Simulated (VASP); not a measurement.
# BN (F-43m) in VASP: further runs, part 2 of 2

VASP 6.6.1.

## 3. Single point, PBE

File INCAR:

```
SYSTEM = BN
PREC = Accurate
ENCUT = 520
EDIFF = 1E-6
ISMEAR = 0
SIGMA = 0.01
LREAL = .FALSE.
LASPH = .TRUE.
NELM = 60
ALGO = Normal
ISIF = 2
LWAVE = .FALSE.
LCHARG = .FALSE.
GGA = PE
NBANDS = 11
```

File KPOINTS:

```
regular mesh
0
G
  6 6 6
  0 0 0
```

File POSCAR:

```
BN
1.0
    0.0000000000      1.8048254679      1.8048254679
    1.8048254679      0.0000000000      1.8048254679
    1.8048254679      1.8048254679      0.0000000000
B N
1 1
Direct
    0.0000000000      0.0000000000      0.0000000000
    0.2500000000      0.2500000000      0.2500000000
```

Potentials or basis: VASP PAW PBE potentials, release 64 (B, N).

Started as:

```sh
cat potpaw_PBE.64/B/POTCAR potpaw_PBE.64/N/POTCAR > POTCAR
mpirun -np 1 vasp_std > vasp.out
```

It took 2.2 s on 1 thread of Intel Xeon Platinum 8488C (Sapphire Rapids), shared host; peak memory 0.11 GiB.

Results (log left out):

| Quantity | Value |
| --- | --- |
| Free energy | -17.4444 eV |
| Pressure | 5.1 GPa |
| Band gap on the k mesh | 4.46 eV, indirect (least direct gap 8.84 eV) |

Levels at points of the mesh, in eV from the valence-band top:
| k point | band 1 | band 2 | band 3 | band 4 | band 5 | band 6 | band 7 | band 8 |
| --- | --- | --- | --- | --- | --- | --- | --- | --- |
| (0.00, 0.00, 0.00) | -20.28 | 0.00 | 0.00 | 0.00 | 8.84 | 8.84 | 8.84 | 10.42 |
| (0.50, 0.00, 0.00) | -16.04 | -10.73 | -1.95 | -1.95 | 10.20 | 10.73 | 10.73 | 15.30 |
| (0.50, 0.50, 0.00) | -14.67 | -8.95 | -4.93 | -4.93 | 4.46 | 9.25 | 17.99 | 17.99 |

Caveat: the k points lie up to 0.50 Å⁻¹ apart.

## 4. Single point, LDA

File INCAR:

```
SYSTEM = BN
ALGO = Normal
EDIFF = 1E-7
ENCUT = 520
GGA = CA
ISIF = 2
ISMEAR = 0
LASPH = .TRUE.
LCHARG = .FALSE.
LREAL = .FALSE.
LWAVE = .FALSE.
NBANDS = 11
NELM = 60
PREC = Accurate
SIGMA = 0.01
```

File KPOINTS:

```
k-points
0
G
  6 6 6
  0 0 0
```

POSCAR is that of step 3.

Potentials or basis: VASP PAW LDA potentials, release 64 (B, N).

Started as:

```sh
cat potpaw_LDA.64/B/POTCAR potpaw_LDA.64/N/POTCAR > POTCAR
mpirun -np 1 vasp_std > vasp.out
```

Wall time 1.8 s (1 thread of Intel Xeon Platinum 8488C (Sapphire Rapids), shared host); peak memory 0.1 GiB.

The run converged. Its results:

- Free energy: -19.4036 eV
- Pressure: -8.4 GPa
- Band gap on the k mesh: 4.35 eV, indirect (least direct gap 8.70 eV)

Levels at points of the mesh, in eV from the valence-band top:
```csv
k point,band 1,band 2,band 3,band 4,band 5,band 6,band 7,band 8
"(0.00, 0.00, 0.00)",-20.12,0.00,0.00,0.00,8.70,8.70,8.70,10.51
"(0.50, 0.00, 0.00)",-15.82,-10.76,-1.96,-1.96,10.27,10.59,10.59,15.06
"(0.50, 0.50, 0.00)",-14.43,-8.92,-4.95,-4.95,4.35,9.17,17.77,17.77
```

Caveat: the k points lie up to 0.50 Å⁻¹ apart. A k mesh can miss the band edges.

## 5. Single point, r2SCAN

POSCAR is that of step 4.

File INCAR.step1:

```
SYSTEM = BN
ALGO = Normal ; EDIFF = 1E-4
ENCUT = 520 ; GGA = PE
ISMEAR = 0 ; LASPH = .TRUE.
LCHARG = .FALSE. ; LREAL = .FALSE.
LWAVE = .TRUE. ; NBANDS = 11
NELM = 80 ; PREC = Accurate
SIGMA = 0.01
```

File INCAR.step2:

```
SYSTEM = BN
ALGO = Normal ; EDIFF = 1E-7
ENCUT = 520 ; ISIF = 2
ISMEAR = 0 ; ISTART = 1
LASPH = .TRUE. ; LCHARG = .FALSE.
LMIXTAU = .TRUE. ; LREAL = .FALSE.
LWAVE = .FALSE. ; METAGGA = R2SCAN
NBANDS = 11 ; NELM = 80
PREC = Accurate ; SIGMA = 0.01
```

KPOINTS is that of step 4.

Potentials or basis: VASP PAW PBE potentials, release 64 (B, N).

Started as:

```sh
cat potpaw_PBE.64/B/POTCAR potpaw_PBE.64/N/POTCAR > POTCAR
cp INCAR.step1 INCAR
mpirun -np 1 vasp_std > vasp.out
cp INCAR.step2 INCAR
mpirun -np 1 vasp_std > vasp.out
```

OUTCAR:

```text
SYSTEM = BN
   EDIFF = 1E-7
   ENCUT = 520
   ISIF = 2
   ISMEAR = 0
   ISTART = 1
   LASPH = .TRUE.
   LREAL = .FALSE.
   METAGGA = R2SCAN
   NELM = 80
   PREC = Accurate

 ion  position               nearest neighbor table
   1  0.000  0.000  0.000-   2 1.56   2 1.56   2 1.56   2 1.56
   2  0.250  0.250  0.250-   1 1.56   1 1.56   1 1.56   1 1.56

  LATTYP: Found a face centered cubic cell.
 ALAT       =     3.6096509358

  Lattice vectors:

[... 399 lines left out ...]

------------------------ aborting loop because EDIFF is reached ----------------------------------------

  FORCE on cell =-STRESS in cart. coord.  units (eV):
  Direction    XX          YY          ZZ          XY          YZ          ZX
  --------------------------------------------------------------------------------------
  -------------------------------------------------------------------------------------
  Total        0.0869025      0.0869025      0.0869025      0.0000000      0.0000000      0.0000000
  in kB       11.8415092     11.8415092     11.8415092      0.0000000      0.0000000      0.0000000
  external PRESSURE =      11.8415092 kB  Pullay stress =       0.0000000 kB

 VOLUME and BASIS-vectors are now :
 -----------------------------------------------------------------------------
  energy-cutoff  :      520.00
  volume of cell :       11.76
      direct lattice vectors                 reciprocal lattice vectors
     0.000000000  1.804825468  1.804825468    -0.277035098  0.277035098  0.277035098
     1.804825468  0.000000000  1.804825468     0.277035098 -0.277035098  0.277035098
     1.804825468  1.804825468  0.000000000     0.277035098  0.277035098 -0.277035098

 POSITION                                       TOTAL-FORCE (eV/Angst)
 -----------------------------------------------------------------------------------
      0.00000      0.00000      0.00000         0.000000      0.000000      0.000000
      0.90241      0.90241      0.90241        -0.000000     -0.000000     -0.000000
 -----------------------------------------------------------------------------------
    total drift:                                0.000000      0.000000      0.000000

  FREE ENERGIE OF THE ION-ELECTRON SYSTEM (eV)
  ---------------------------------------------------
  free  energy   TOTEN  =       -19.1677489436 eV

  energy  without entropy=      -19.1677489436  energy(sigma->0) =      -19.16774894
```

OSZICAR.step1:

```text
N       E                     dE             d eps       ncg     rms          rms(c)
DAV:   1     0.101315856421E+02    0.10132E+02   -0.49589E+03   360   0.719E+02
DAV:   2    -0.178842925468E+02   -0.28016E+02   -0.27354E+02   413   0.162E+02
DAV:   3    -0.184179025233E+02   -0.53361E+00   -0.53258E+00   415   0.199E+01
DAV:   4    -0.184185169449E+02   -0.61442E-03   -0.61442E-03   379   0.748E-01
DAV:   5    -0.184185174870E+02   -0.54201E-06   -0.54196E-06   363   0.215E-02    0.673E+00
DAV:   6    -0.175323662587E+02    0.88615E+00   -0.29388E+00   364   0.992E+00    0.329E+00
DAV:   7    -0.174586323136E+02    0.73734E-01   -0.10514E-01   382   0.267E+00    0.193E+00
DAV:   8    -0.174441686305E+02    0.14464E-01   -0.35765E-02   385   0.138E+00    0.195E-01
DAV:   9    -0.174443543534E+02   -0.18572E-03   -0.95224E-04   367   0.258E-01    0.832E-02
DAV:  10    -0.174444401126E+02   -0.85759E-04   -0.11974E-04   376   0.936E-02
   1 F= -.17444440E+02 E0= -.17444440E+02  d E =-.881490E-34
```

Wall time 9.8 s (1 thread of Intel Xeon Platinum 8488C (Sapphire Rapids), shared host); peak memory 0.11 GiB.

Results:

```yaml
Free_energy: -19.1677 eV
Pressure: 1.2 GPa
Band_gap_on_the_k_mesh: 4.98 eV, indirect (least direct gap 9.55 eV)
```

Caveat: the k points lie up to 0.50 Å⁻¹ apart; the PAW data sets were made with another functional, which shifts forces and pressure a little. r2SCAN opens gaps a little over a GGA but as a rule still falls short of measured ones.

## 6. Single point, PBE

File INCAR:

```
SYSTEM = BN
PREC = Accurate
ENCUT = 520
EDIFF = 1E-6
ISMEAR = 0
SIGMA = 0.01
LREAL = .FALSE.
LASPH = .TRUE.
NELM = 100
ALGO = Normal
ISIF = 2
LWAVE = .FALSE.
LCHARG = .FALSE.
GGA = PE
NBANDS = 11
```

File KPOINTS:

```
regular mesh
0
G
  10 10 10
  0 0 0
```

POSCAR is that of step 5.

Potentials or basis: VASP PAW PBE potentials, release 64 (B, N).

Started as:

```sh
cat potpaw_PBE.64/B/POTCAR potpaw_PBE.64/N/POTCAR > POTCAR
mpirun -np 1 vasp_std > vasp.out
```

Run time: 4.2 s. Hardware: 1 thread of Intel Xeon Platinum 8488C (Sapphire Rapids), shared host; peak memory 0.12 GiB.

It converged, with:

```
Free energy            : -17.4484 eV
Pressure               : 5.0 GPa
Band gap on the k mesh : 4.46 eV, indirect (least direct gap 8.84 eV)
```

Levels at points of the mesh, in eV from the valence-band top:
| k point | band 2 | band 3 | band 4 | band 5 | band 6 | band 7 |
| --- | --- | --- | --- | --- | --- | --- |
| (0.00, 0.00, 0.00) | 0.00 | 0.00 | 0.00 | 8.84 | 8.84 | 8.84 |
| (0.50, 0.00, 0.00) | -10.73 | -1.95 | -1.95 | 10.20 | 10.73 | 10.73 |
| (0.50, 0.50, 0.00) | -8.94 | -4.93 | -4.93 | 4.46 | 9.26 | 17.99 |

A k mesh can miss the band edges. Expect the measured gap to be larger: semilocal functionals such as PBE lack the derivative discontinuity.

## 7. Summary

```csv
level,potentials or basis,k mesh,gap on the mesh (eV),pressure (GPa)
PBE,"VASP PAW PBE potentials, release 64 (B, N)",6 × 6 × 6,4.46,5.1
LDA,"VASP PAW LDA potentials, release 64 (B, N)",6 × 6 × 6,4.35,-8.4
r2SCAN,"VASP PAW PBE potentials, release 64 (B, N)",6 × 6 × 6,4.98,1.2
PBE,"VASP PAW PBE potentials, release 64 (B, N)",10 × 10 × 10,4.46,5.0
```

Alike in all rows: task single point; no spin polarisation; cell as given; cutoff (eV) 520; smearing gaussian 0.01 eV.

Caveats: some runs use coarse meshes; the PAW data sets were made with another functional, which shifts forces and pressure a little (some runs).

Absolute energies hang on the potentials; compare differences alone.
